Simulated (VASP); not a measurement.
Write the native input for VASP 6.6.1 that does the following.

| Quantity | Value |
| --- | --- |
| Task | single point |
| Functional | PBEsol |
| Potentials or basis | VASP PAW PBE potentials, release 64 (Ca_sv, Ge_d, N) |
| Cutoff | 520 eV |
| k mesh | 10 × 10 × 10 |
| Occupations | gaussian, width 0.15 eV |
| Spin | no spin polarisation |
| Dipole correction | no |
| Further INCAR settings | ALGO = Normal; EDIFF = 1e-07; NBANDS = 32 |

The structure of Ca3GeN lies in POSCAR:

```
Ca3GeN
1.0
    4.9475920000      0.0000000000      0.0000000000
    0.0000000000      4.9475920000      0.0000000000
    0.0000000000      0.0000000000      5.1378840000
Ca Ge N
3 1 1
Direct
    0.0000000000      0.5000000000      0.5000000000
    0.5000000000      0.0000000000      0.5000000000
    0.5000000000      0.5000000000      0.0000000000
    0.0000000000      0.0000000000      0.0000000000
    0.5000000000      0.5000000000      0.5000000000
```

This cell differs from its parent crystal: strain +0.040 along x and y, +0.080 along z.

These files were run (other wordings do the same):

INCAR

```
SYSTEM = Ca3GeN
ALGO = Normal
EDIFF = 1E-7
ENCUT = 520
GGA = PS
ISIF = 2
ISMEAR = 0
LASPH = .True.
LCHARG = .True.
LELF = .True.
LREAL = .False.
LVHAR = .True.
LWAVE = .False.
NBANDS = 32
NELM = 100
PREC = Accurate
SIGMA = 0.15
```

KPOINTS

```
k-points
0
Gamma
  10 10 10
  0 0 0
```

Potentials or basis: VASP PAW PBE potentials, release 64 (Ca_sv, Ge_d, N).

Launch:

```sh
$ cat potpaw_PBE.64/Ca_sv/POTCAR potpaw_PBE.64/Ge_d/POTCAR potpaw_PBE.64/N/POTCAR > POTCAR
$ mpirun -np 1 vasp_std > vasp.out
```

It gave:

- Pressure: -6.6 GPa

Caveat: the cell differs from its parent crystal (strain +0.040 along x and y, +0.080 along z); the PAW data sets were made with another functional, which shifts forces and pressure a little.

Wall time 15 min on 1 thread of Oxide Virtual Turin-like Processor (shared host), peak memory 0.55 GiB.
